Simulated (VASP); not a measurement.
Ta, 5 atoms in the cell. The cell holds a slab with vacuum, 5 atoms: a = 4.695 Å, b = 4.695 Å, c = 19.833 Å, α = 90.00°, β = 90.00°, γ = 120.00°. 

| Property | Result |
| --- | --- |
| Program | VASP 6.6.1 |
| Task | single point |
| Functional | PBE |
| Potentials or basis | VASP PAW PBE potentials, release 64 (Ta_pv) |
| Cutoff | 520 eV |
| k mesh | 9 × 9 × 1 |
| Occupations | fermi-dirac, width 0.08 eV |
| Spin | no spin polarisation |
| Dipole correction | yes |
| Further INCAR settings | ALGO = Normal; EDIFF = 1e-07; NBANDS = 36 |

Potentials or basis: VASP PAW PBE potentials, release 64 (Ta_pv).

Launch:

```sh
$ cat potpaw_PBE.64/Ta_pv/POTCAR > POTCAR
$ mpirun -np 1 vasp_std > vasp.out
```

Hardware: 1 thread of Intel(R) Xeon(R) 6975P-C (Granite Rapids), on a shared host.

**Question.** Estimate the wall time of this run.

**Answer.** It took 3.6 min on 1 thread of Intel(R) Xeon(R) 6975P-C (Granite Rapids) (shared host), peak memory 0.46 GiB. Counts: scf iterations 26, k points 12.
